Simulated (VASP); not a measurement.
# Sr (Fm-3m) in VASP: further runs

Runs on Sr. Level: LDA. Tasks: single point.

Program: VASP 6.6.1. These are calculated values, not measurements. Logs are shortened: lines on timing, memory, paths and dates and some standing lists are left out, and cuts for length are marked.

## 1. The cell of the first run

Symmetry: Fm-3m, No. 225, cubic system. The conventional cell has a = 5.806 Å, b = 5.806 Å, c = 5.806 Å, α = 90.00°, β = 90.00°, γ = 90.00°. Sr (site symmetry m-3m) has 12 Sr at 4.11 Å within 5.4 Å.

## 2. Single point, LDA

INCAR reads:

```
PREC = Accurate ; ENCUT = 500
EDIFF = 1E-6 ; ISMEAR = 0
SIGMA = 0.1 ; LREAL = F
LASPH = T ; NELM = 120
ALGO = Normal ; ISIF = 2
LWAVE = F ; LCHARG = F
GGA = CA ; NBANDS = 11
GGA_COMPAT = F
```

KPOINTS reads:

```
regular mesh
0
Gamma
  9 9 9
```

POSCAR reads:

```
Sr
1.0
    0.0000000000      2.9028949114      2.9028949114
    2.9028949114      0.0000000000      2.9028949114
    2.9028949114      2.9028949114      0.0000000000
Sr
1
Direct
    0.0000000000      0.0000000000      0.0000000000
```

Potentials or basis: VASP PAW LDA potentials, release 64 (Sr_sv).

Run with:

```console
$ cat potpaw_LDA.64/Sr_sv/POTCAR > POTCAR
$ mpirun -np 1 vasp_std > vasp.out
```

OUTCAR:

```text
PREC = Accurate
   ENCUT = 500
   EDIFF = 1E-6
   ISMEAR = 0
   LREAL = F
   LASPH = T
   NELM = 120
   ISIF = 2
   GGA = CA

 ion  position               nearest neighbor table
   1  0.000  0.000  0.000-

  LATTYP: Found a face centered cubic cell.
 ALAT       =     5.8057898228

  Lattice vectors:

 A1 = (   0.0000000000,   2.9028949114,   2.9028949114)
 A2 = (   2.9028949114,   0.0000000000,   2.9028949114)
 A3 = (   2.9028949114,   2.9028949114,   0.0000000000)

Analysis of symmetry for initial positions (statically):
=====================================================================
 Subroutine PRICEL returns:
 Original cell was already a primitive cell.

 Routine SETGRP: Setting up the symmetry group for a
 face centered cubic supercell.

 Subroutine GETGRP returns: Found 48 space group operations
 (whereof 48 operations were pure point group operations)
 out of a pool of 48 trial point group operations.

The static configuration has the point symmetry O_h .

Analysis of symmetry for dynamics (positions and initial velocities):
=====================================================================
 Subroutine PRICEL returns:
 Original cell was already a primitive cell.

 Routine SETGRP: Setting up the symmetry group for a
 face centered cubic supercell.

 Subroutine GETGRP returns: Found 48 space group operations
 (whereof 48 operations were pure point group operations)
 out of a pool of 48 trial point group operations.

The dynamic configuration has the point symmetry O_h .

 Subroutine INISYM returns: Found 48 space group operations
 (whereof 48 operations are pure point group operations),
 and found     1 'primitive' translations

----------------------------------------------------------------------------------------

                                     Primitive cell

  volume of cell :      48.9242

  direct lattice vectors                    reciprocal lattice vectors
     0.000000000  2.902894911  2.902894911    -0.172241853  0.172241853  0.172241853
     2.902894911  0.000000000  2.902894911     0.172241853 -0.172241853  0.172241853
     2.902894911  2.902894911  0.000000000     0.172241853  0.172241853 -0.172241853

  length of vectors
     4.105313354  4.105313354  4.105313354     0.298331641  0.298331641  0.298331641

  position of ions in fractional coordinates (direct lattice)
     0.000000000  0.000000000  0.000000000

  ion indices of the primitive-cell ions
   primitive index   ion index
                 1           1

----------------------------------------------------------------------------------------

 KPOINTS: regular mesh

Automatic generation of k-mesh.
 Grid dimensions read from file:
 generate k-points for:    9    9    9

 Generating k-lattice:

  Cartesian coordinates                     Fractional coordinates (reciprocal lattice)
    -0.019137984  0.019137984  0.019137984     0.111111111  0.000000000  0.000000000
     0.019137984 -0.019137984  0.019137984     0.000000000  0.111111111  0.000000000
     0.019137984  0.019137984 -0.019137984     0.000000000  0.000000000  0.111111111

  Length of vectors
     0.033147960  0.033147960  0.033147960

  Shift w.r.t. Gamma in fractional coordinates (k-lattice)
     0.000000000  0.000000000  0.000000000

 Subroutine IBZKPT returns following result:
 ===========================================

 Found     35 irreducible k-points:

 Following reciprocal coordinates:
            Coordinates               Weight
  0.000000  0.000000  0.000000      1.000000
  0.111111  0.000000  0.000000      8.000000
  0.222222  0.000000  0.000000      8.000000
  0.333333  0.000000  0.000000      8.000000
  0.444444  0.000000  0.000000      8.000000
  0.111111  0.111111  0.000000      6.000000
[... 16 lines left out ...]
 -0.333333  0.333333  0.000000     12.000000
  0.444444  0.444444  0.000000      6.000000
 [... further k-points ...]
   k-points           NKPTS =     35   k-points in BZ     NKDIM =     35   number of bands    NBANDS=     11
   number of dos      NEDOS =    301   number of ions     NIONS =      1
   total plane-waves  NPLWV =  27000
   dimension x,y,z NGX =    30 NGY =   30 NGZ =   30
   dimension x,y,z NGXF=    60 NGYF=   60 NGZF=   60
   ions per type =               1
   NGX,Y,Z   is equivalent  to a cutoff of  12.15, 12.15, 12.15 a.u.
   NGXF,Y,Z  is equivalent  to a cutoff of  24.30, 24.30, 24.30 a.u.
 SYSTEM =  unknown system
   PREC   = accura    normal or accurate (medium, high low for compatibility)
   ISTART =      0    job   : 0-new  1-cont  2-samecut
   ICHARG =      2    charge: 1-file 2-atom 10-const
   ISPIN  =      1    spin polarized calculation?
   LNONCOLLINEAR =      F non collinear calculations
   LSORBIT =      F    spin-orbit coupling
   LASPH  =      T    aspherical Exc in radial PAW
   ENCUT  =  500.0 eV  36.75 Ry    6.06 a.u.   7.48  7.48  7.48*2*pi/ulx,y,z
   NELM   =    120;   NELMIN=  2; NELMDL= -5     # of ELM steps
   EDIFF  = 0.1E-05   stopping-criterion for ELM
   LREAL  =      F    real-space projection
   EDIFFG = 0.1E-04   stopping-criterion for IOM
   NSW    =      0    number of steps for IOM
   IBRION =     -1    ionic relax: 0-MD 1-quasi-New 2-CG
   NFREE  =      0    steps in history (QN), initial steepest desc. (CG)
   ISIF   =      2    stress and relaxation
   ISYM   =      2    0-nonsym 1-usesym 2-fastsym
   POTIM  = 0.5000    time-step for ionic-motion
   TEBEG  =    0.0;   TEEND  =   0.0 temperature during run
   PSTRESS=    0.0 pullay stress
   NELECT =      10.0000    total number of electrons
   NUPDOWN=      -1.0000    fix difference up-down
   EMIN   =  10.00;   EMAX   =-10.00  energy-range for DOS
   EFERMI =   0.00;   METHOD = LEGACY
   ISMEAR =     0;   SIGMA  =   0.10  broadening in eV -4-tet -1-fermi 0-gaus
   EFERMI_NEDOS =   21; number of points for ismear=-14 and -15
   IALGO  =     38    algorithm
   IMIX   =      4    mixing-type and parameters
     AMIX     =   0.40;   BMIX     =  1.00
     AMIX_MAG =   1.60;   BMIX_MAG =  1.00
  volume/ion in A,a.u.               =      48.92       330.16
  Fermi-wavevector in a.u.,A,eV,Ry     =   0.964347  1.822352 12.652955  0.929966
  Thomas-Fermi vector in A             =   2.093971
   LORBIT       =      0    0 simple, 1 ext, 2 COOP (PROOUT), +10 PAW based schemes
   GGA     = CA    functional components
   LHFCALC =     F    Hartree Fock is set to
   AEXX    =    0.0000 exact exchange contribution
   IVDW    =     0    specifies the selected vdW correction
   LEPSILON=     F    determine dielectric tensor
   LRPA    =     F    only Hartree local field effects (RPA)
 non-spin polarized calculation
 Gauss-broadening in eV      SIGMA  =   0.10
  energy-cutoff  :      500.00
  volume of cell :       48.92
 maximum number of plane-waves:      1261
 NGX is ok and might be reduce to    30
   NGX = 15   NGY = 15   NGZ = 15

 number of electron      10.0000000 magnetization

 Free energy of the ion-electron system (eV)
  ---------------------------------------------------
  ext. energy  EPLUGINS =         0.00000000
  ---------------------------------------------------
  free energy    TOTEN  =        -1.89614984 eV

  energy without entropy =       -1.89166741  energy(sigma->0) =       -1.89390862

 E-fermi :   1.8560     XC(G=0):  -7.9321

 val. band max:        1.7656742636   @ k =  -0.3333   0.3333   0.1111
 cond. band min:       1.9465915705   @ k =  -0.4444   0.2222   0.0000
 fundamental gap:      0.1809173069
 Fermi energy:         1.8559654923

 k-point     1 :       0.0000    0.0000    0.0000
  band No.  band energies     occupation
      1     -34.4036      2.00000
      2     -16.3585      2.00000
      3     -16.3585      2.00000
      4     -16.3585      2.00000
      5      -2.0017      2.00000
      6       4.1988      0.00000
      7       4.1988      0.00000
      8       4.1988      0.00000
      9       5.8524      0.00000
     10       5.8524      0.00000
     11       9.3667      0.00000

 k-point     2 :       0.1111    0.0000    0.0000
  band No.  band energies     occupation
      1     -34.4007      2.00000
      2     -16.3954      2.00000
      3     -16.3633      2.00000
      4     -16.3633      2.00000
      5      -1.7784      2.00000
      6       3.8864      0.00000
      7       4.2997      0.00000
      8       4.2997      0.00000
      9       5.7239      0.00000
     10       5.7239      0.00000
     11       9.8977      0.00000

 k-point     3 :       0.2222    0.0000    0.0000
  band No.  band energies     occupation
      1     -34.3933      2.00000
      2     -16.4871      2.00000
      3     -16.3754      2.00000
      4     -16.3754      2.00000
      5      -1.1567      2.00000
      6       3.2544      0.00000
      7       4.3979      0.00000
      8       4.3979      0.00000
      9       5.7081      0.00000
     10       5.7081      0.00000
     11       9.4122      0.00000

 k-point     4 :       0.3333    0.0000    0.0000
  band No.  band energies     occupation
      1     -34.3849      2.00000
      2     -16.5886      2.00000
      3     -16.3890      2.00000
      4     -16.3890      2.00000
      5      -0.2942      2.00000
      6       2.6507      0.00000
      7       4.2265      0.00000
      8       4.2265      0.00000
      9       6.2513      0.00000
     10       6.2513      0.00000
     11       8.5699      0.00000
[... 239 lines left out ...]
 k-point    22 :      -0.4444    0.3333    0.0000
  band No.  band energies     occupation
      1     -34.3716      2.00000
      2     -16.6062      2.00000
      3     -16.5116      2.00000
      4     -16.4468      2.00000
      5       1.4301      2.00000
      6       2.0703      0.00243
      7       2.9234      0.00000
      8       5.4759      0.00000
      9       6.3556      0.00000
     10       7.0456      0.00000
     11       7.9328      0.00000

 k-point    23 :      -0.3333    0.3333    0.0000
  band No.  band energies     occupation
      1     -34.3724      2.00000
      2     -16.5629      2.00000
      3     -16.5608      2.00000
      4     -16.4302      2.00000
      5       1.6901      1.98101
      6       2.0735      0.00210
      7       2.7180      0.00000
      8       5.0937      0.00000
      9       6.2677      0.00000
     10       6.4470      0.00000
     11       9.0685      0.00000

 k-point    24 :       0.4444    0.4444    0.0000
  band No.  band energies     occupation
      1     -34.3714      2.00000
      2     -16.6354      2.00000
      3     -16.4645      2.00000
      4     -16.4645      2.00000
      5       0.9458      2.00000
      6       2.0564      0.00458
      7       3.1845      0.00000
      8       6.8263      0.00000
      9       6.8263      0.00000
     10       7.0142      0.00000
     11       8.3760      0.00000

 [... further k-points ...]

------------------------ aborting loop because EDIFF is reached ----------------------------------------

  FORCE on cell =-STRESS in cart. coord.  units (eV):
  Direction    XX          YY          ZZ          XY          YZ          ZX
  --------------------------------------------------------------------------------------
  -------------------------------------------------------------------------------------
  Total       -0.0154370     -0.0154370     -0.0154370      0.0000000      0.0000000     -0.0000000
  in kB       -0.5055332     -0.5055332     -0.5055332      0.0000000      0.0000000     -0.0000000
  external PRESSURE =      -0.5055332 kB  Pullay stress =       0.0000000 kB

 VOLUME and BASIS-vectors are now :
 -----------------------------------------------------------------------------
  energy-cutoff  :      500.00
  volume of cell :       48.92
      direct lattice vectors                 reciprocal lattice vectors
     0.000000000  2.902894911  2.902894911    -0.172241853  0.172241853  0.172241853
     2.902894911  0.000000000  2.902894911     0.172241853 -0.172241853  0.172241853
     2.902894911  2.902894911  0.000000000     0.172241853  0.172241853 -0.172241853

 POSITION                                       TOTAL-FORCE (eV/Angst)
 -----------------------------------------------------------------------------------
      0.00000      0.00000      0.00000         0.000000      0.000000     -0.000000
 -----------------------------------------------------------------------------------
    total drift:                               -0.000000     -0.000000     -0.000000

  FREE ENERGIE OF THE ION-ELECTRON SYSTEM (eV)
  ---------------------------------------------------
  free  energy   TOTEN  =        -1.8961498395 eV

  energy  without entropy=       -1.8916674075  energy(sigma->0) =       -1.89390862
```

Wall time 17 s (1 thread of AMD EPYC 7R13 (Zen 3), shared host); peak memory 0.12 GiB.

What came out:

```yaml
Free_energy: -1.8961 eV
Pressure: -0.1 GPa
Band_gap_on_the_k_mesh: 0.18 eV, indirect (least direct gap 0.19 eV)
```

A k mesh can miss the band edges.

## 3. Single point, LDA

INCAR reads:

```
SYSTEM = Sr
ALGO = Normal
EDIFF = 1E-6
ENCUT = 500
GGA = CA
GGA_COMPAT = .FALSE.
ISIF = 2
ISMEAR = 0
LASPH = .TRUE.
LCHARG = .FALSE.
LREAL = .FALSE.
LWAVE = .FALSE.
NBANDS = 11
NELM = 120
PREC = Accurate
SIGMA = 0.2
```

KPOINTS reads:

```
k-points
0
G
  9 9 9
  0 0 0
```

POSCAR is that of step 2.

Potentials or basis: VASP PAW LDA potentials, release 64 (Sr_sv).

Run with:

```console
$ cat potpaw_LDA.64/Sr_sv/POTCAR > POTCAR
$ mpirun -np 1 vasp_std > vasp.out
```

OUTCAR:

```text
SYSTEM = Sr
   EDIFF = 1E-6
   ENCUT = 500
   GGA = CA
   ISIF = 2
   ISMEAR = 0
   LASPH = .TRUE.
   LREAL = .FALSE.
   NELM = 120
   PREC = Accurate

 ion  position               nearest neighbor table
   1  0.000  0.000  0.000-

  LATTYP: Found a face centered cubic cell.
 ALAT       =     5.8057898228

  Lattice vectors:

 A1 = (   0.0000000000,   2.9028949114,   2.9028949114)
 A2 = (   2.9028949114,   0.0000000000,   2.9028949114)
 A3 = (   2.9028949114,   2.9028949114,   0.0000000000)

Analysis of symmetry for initial positions (statically):
=====================================================================
 Subroutine PRICEL returns:
 Original cell was already a primitive cell.

 Routine SETGRP: Setting up the symmetry group for a
 face centered cubic supercell.

 Subroutine GETGRP returns: Found 48 space group operations
 (whereof 48 operations were pure point group operations)
 out of a pool of 48 trial point group operations.

The static configuration has the point symmetry O_h .

Analysis of symmetry for dynamics (positions and initial velocities):
=====================================================================
 Subroutine PRICEL returns:
 Original cell was already a primitive cell.

 Routine SETGRP: Setting up the symmetry group for a
 face centered cubic supercell.

 Subroutine GETGRP returns: Found 48 space group operations
 (whereof 48 operations were pure point group operations)
 out of a pool of 48 trial point group operations.

The dynamic configuration has the point symmetry O_h .

 Subroutine INISYM returns: Found 48 space group operations
 (whereof 48 operations are pure point group operations),
 and found     1 'primitive' translations

----------------------------------------------------------------------------------------
[... 114 lines left out ...]
  Thomas-Fermi vector in A             =   2.093971
   LORBIT       =      0    0 simple, 1 ext, 2 COOP (PROOUT), +10 PAW based schemes
   GGA     = CA    functional components
   LHFCALC =     F    Hartree Fock is set to
   AEXX    =    0.0000 exact exchange contribution
   IVDW    =     0    specifies the selected vdW correction
   LEPSILON=     F    determine dielectric tensor
   LRPA    =     F    only Hartree local field effects (RPA)
 non-spin polarized calculation
 Gauss-broadening in eV      SIGMA  =   0.20
  energy-cutoff  :      500.00
  volume of cell :       48.92
 maximum number of plane-waves:      1261
 NGX is ok and might be reduce to    30
   NGX = 15   NGY = 15   NGZ = 15

 number of electron      10.0000000 magnetization

 Free energy of the ion-electron system (eV)
  ---------------------------------------------------
  ext. energy  EPLUGINS =         0.00000000
  ---------------------------------------------------
  free energy    TOTEN  =        -1.90479212 eV

  energy without entropy =       -1.87973814  energy(sigma->0) =       -1.89226513

 E-fermi :   1.8453     XC(G=0):  -7.9319

 val. band max:        1.7661118447   @ k =  -0.3333   0.3333   0.1111
 cond. band min:       1.9469809384   @ k =  -0.4444   0.2222   0.0000
 fundamental gap:      0.1808690938
 Fermi energy:         1.8453444600

 k-point     1 :       0.0000    0.0000    0.0000
  band No.  band energies     occupation
      1     -34.4020      2.00000
      2     -16.3571      2.00000
      3     -16.3571      2.00000
      4     -16.3571      2.00000
      5      -2.0013      2.00000
      6       4.1995      0.00000
      7       4.1995      0.00000
      8       4.1995      0.00000
      9       5.8534      0.00000
     10       5.8534      0.00000
     11       9.3668      0.00000
[... 309 lines left out ...]
 k-point    24 :       0.4444    0.4444    0.0000
  band No.  band energies     occupation
      1     -34.3698      2.00000
      2     -16.6340      2.00000
      3     -16.4630      2.00000
      4     -16.4630      2.00000
      5       0.9462      2.00000
      6       2.0569      0.13460
      7       3.1850      0.00000
      8       6.8271      0.00000
      9       6.8271      0.00000
     10       7.0153      0.00000
     11       8.3766      0.00000

 [... further k-points ...]

------------------------ aborting loop because EDIFF is reached ----------------------------------------

  FORCE on cell =-STRESS in cart. coord.  units (eV):
  Direction    XX          YY          ZZ          XY          YZ          ZX
  --------------------------------------------------------------------------------------
  -------------------------------------------------------------------------------------
  Total       -0.0151656     -0.0151656     -0.0151656      0.0000000      0.0000000     -0.0000000
  in kB       -0.4966444     -0.4966444     -0.4966444      0.0000000      0.0000000     -0.0000000
  external PRESSURE =      -0.4966444 kB  Pullay stress =       0.0000000 kB

 VOLUME and BASIS-vectors are now :
 -----------------------------------------------------------------------------
  energy-cutoff  :      500.00
  volume of cell :       48.92
      direct lattice vectors                 reciprocal lattice vectors
     0.000000000  2.902894911  2.902894911    -0.172241853  0.172241853  0.172241853
     2.902894911  0.000000000  2.902894911     0.172241853 -0.172241853  0.172241853
     2.902894911  2.902894911  0.000000000     0.172241853  0.172241853 -0.172241853

 POSITION                                       TOTAL-FORCE (eV/Angst)
 -----------------------------------------------------------------------------------
      0.00000      0.00000      0.00000        -0.000000      0.000000     -0.000000
 -----------------------------------------------------------------------------------
    total drift:                               -0.000000     -0.000000     -0.000000

  FREE ENERGIE OF THE ION-ELECTRON SYSTEM (eV)
  ---------------------------------------------------
  free  energy   TOTEN  =        -1.9047921215 eV

  energy  without entropy=       -1.8797381442  energy(sigma->0) =       -1.89226513
```

It took 17 s on 1 thread of AMD EPYC 7R13 (Zen 3), shared host; peak memory 0.12 GiB.

What came out:

| Item | Value |
| --- | --- |
| Free energy | -1.9048 eV |
| Pressure | 0.0 GPa |
| Band gap on the k mesh | 0.18 eV, indirect (least direct gap 0.19 eV) |

## 4. Single point, LDA

Edit INCAR of step 3 so:

```diff
@@ -15,2 +15,2 @@
 PREC = Accurate
-SIGMA = 0.2
+SIGMA = 0.3
```

KPOINTS is that of step 3.

POSCAR is that of step 3.

Run with:

```console
$ cat potpaw_LDA.64/Sr_sv/POTCAR > POTCAR
$ mpirun -np 1 vasp_std > vasp.out
```

It took 16 s on 1 thread of AMD EPYC 7R13 (Zen 3), shared host; peak memory 0.12 GiB.

Results (log left out):

| Property | Result |
| --- | --- |
| Free energy | -1.9207 eV |
| Pressure | 0.0 GPa |
| Band gap on the k mesh | 0.18 eV, indirect (least direct gap 0.19 eV) |

Levels at points of the mesh, in eV from the valence-band top:
| k point | band 2 | band 3 | band 4 | band 5 | band 6 | band 7 | band 8 | band 9 |
| --- | --- | --- | --- | --- | --- | --- | --- | --- |
| (0.00, 0.00, 0.00) | -18.12 | -18.12 | -18.12 | -3.77 | 2.43 | 2.43 | 2.43 | 4.09 |

A k mesh can miss the band edges.

## 5. Summary

```csv
smearing,gap on the mesh (eV),pressure (GPa)
gaussian 0.1 eV,0.18,-0.1
gaussian 0.2 eV,0.18,0.0
gaussian 0.3 eV,0.18,0.0
```

Alike in all rows: task single point; level LDA; potentials or basis VASP PAW LDA potentials, release 64 (Sr_sv); no spin polarisation; cell as given; k mesh 9 × 9 × 9; cutoff (eV) 500.

On the cell as given the gap runs from 0.18 eV (LDA) to 0.18 eV (LDA).

Absolute energies hang on the potentials; compare differences alone.
